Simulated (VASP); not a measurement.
The system is Sb.

```
Sb
1.0
     2.16470    1.24979    3.82741
    -2.16470    1.24979    3.82741
     0.00000   -2.49958    3.82741
Sb
2
Direct
  0.23152 0.23152 0.23152
  0.76848 0.76848 0.76848
```

Base run:

| Item | Value |
| --- | --- |
| Program | VASP 6.6.1 |
| Functional | PBE |
| Potentials or basis | VASP PAW PBE potentials, release 64 (Sb) |
| Cutoff | 520 eV |
| k mesh | 8 × 8 × 8 |
| Occupations | fermi-dirac, width 0.02 eV |
| Spin | no spin polarisation |

Its results: band gap on the k mesh zero (band 5 reaches 7.04 eV, above the bottom of band 6 at 6.72 eV); pressure 1.9 GPa; largest force 0.267 eV/Å.

Q: The run is repeated on the same cell with these changes: functional from PBE to r2SCAN. What comes out?

A: Band gap on the k mesh zero (band 5 reaches 7.06 eV, above the bottom of band 6 at 6.81 eV); pressure 0.9 GPa; largest force 0.114 eV/Å.

Caveats: spin-orbit coupling is left out, which moves the levels of the heavy elements; the PAW data sets were made with another functional, which shifts forces and pressure a little (some runs).
